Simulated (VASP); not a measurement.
AlNi, 2 atoms in the cell. It takes space group P4mm (No. 99, tetragonal). The conventional cell has a = 2.889 Å, b = 2.889 Å, c = 2.901 Å, α = 90.00°, β = 90.00°, γ = 90.00°. Al (site symmetry 4mm) has 8 Ni at 2.38 to 2.64 Å and 6 Al at 2.89 to 2.90 Å within 3.1 Å. Ni (site symmetry 4mm) has 8 Al at 2.38 to 2.64 Å and 6 Ni at 2.89 to 2.90 Å within 3.1 Å.  This cell differs from its parent crystal: all Al atoms moved +0.225 Å, as atom 1 along Cartesian [0 0 1].

```yaml
Program: VASP 6.6.1
Task: single point
Functional: PBE
Potentials_or_basis: VASP PAW PBE potentials, release 64 (Al, Ni)
Cutoff: 520 eV
k_mesh: 20 × 20 × 20
Occupations: gaussian, width 0.15 eV
Spin: no spin polarisation
Dipole_correction: no
Further_INCAR_settings: ALGO = Fast; EDIFF = 1e-06; NBANDS = 14
```

Potentials or basis: VASP PAW PBE potentials, release 64 (Al, Ni).

Run with:

```sh
$ cat potpaw_PBE.64/Al/POTCAR potpaw_PBE.64/Ni/POTCAR > POTCAR
$ mpirun -np 1 vasp_std > vasp.out
```

Hardware: 1 thread of Intel Xeon 8259CL, with other jobs on the host.

**Question.** How long does it take, and how much memory?

**Answer.** It took 4.3 min on 1 thread of Intel Xeon 8259CL, with other jobs on the host, peak memory 0.36 GiB. Counts: scf iterations 15, k points 726.
